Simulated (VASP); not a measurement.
Wanted: the native input for a VASP 6.6.1 run.

```yaml
Task: single point
Functional: r2SCAN
Potentials_or_basis: VASP PAW PBE potentials, release 64 (Sc_sv, K_sv, Si)
Cutoff: 520 eV
k_mesh: 8 × 8 × 8
Occupations: fermi-dirac, width 0.1 eV
Spin: no spin polarisation
Dipole_correction: no
Further_INCAR_settings: ALGO = Normal; EDIFF = 1e-07; NBANDS = 26
```

The system is K2ScSi2.

```xyz
5
Lattice="0.0000 4.5186 0.0000 4.5186 0.0000 0.0000 2.2593 2.2593 -5.7698" Properties=species:S:1:pos:R:3 pbc="T T T"
Sc    0.0000    0.0000    0.0000
K     2.2593    4.5186   -2.8849
K     4.5186    2.2593   -2.8849
Si    2.2593    2.2593   -1.4424
Si    4.5186    4.5186   -4.3273
```

One way to write it, as run:

POSCAR

```
K2ScSi2
1.0
    0.0000000000      4.5186470000      0.0000000000
    4.5186470000      0.0000000000      0.0000000000
    2.2593230000      2.2593230000     -5.7697780000
Sc K Si
1 2 2
Direct
    0.0000000000      0.0000000000      0.0000000000
    0.7500000000      0.2500000000      0.5000000000
    0.2500000000      0.7500000000      0.5000000000
    0.3750000000      0.3750000000      0.2500000000
    0.6250000000      0.6250000000      0.7500000000
```

INCAR.step1

```
PREC = Accurate
ENCUT = 520
ISMEAR = -1
SIGMA = 0.1
LREAL = False
LASPH = True
NELM = 100
NBANDS = 26
GGA = PE
ALGO = Normal
EDIFF = 1E-4
LWAVE = True
LCHARG = False
```

INCAR.step2

```
PREC = Accurate
ENCUT = 520
EDIFF = 1E-7
ISMEAR = -1
SIGMA = 0.1
LREAL = False
LASPH = True
NELM = 100
ALGO = Normal
ISIF = 2
LWAVE = False
LCHARG = True
METAGGA = R2SCAN
LMIXTAU = True
LELF = True
LVHAR = True
NBANDS = 26
ISTART = 1
```

KPOINTS

```
regular mesh
0
Gamma
  8 8 8
```

Potentials or basis: VASP PAW PBE potentials, release 64 (Sc_sv, K_sv, Si).

Run with:

```sh
$ cat potpaw_PBE.64/Sc_sv/POTCAR potpaw_PBE.64/K_sv/POTCAR potpaw_PBE.64/Si/POTCAR > POTCAR
$ cp INCAR.step1 INCAR
$ mpirun -np 1 vasp_std > vasp.out
$ cp INCAR.step2 INCAR
$ mpirun -np 1 vasp_std > vasp.out
```

Results of the run:

```yaml
Pressure: 13.2 GPa
Largest_force: 6.192 eV/Å
Band_gap_on_the_k_mesh: zero (an odd number of electrons rules out a gap without spin polarisation)
```

Caveat: the cell stands under pressure; the PAW data sets were made with another functional, which shifts forces and pressure a little.

Wall time 19 min on 1 thread of Intel Xeon 8259CL, with other jobs on the host, peak memory 0.38 GiB.
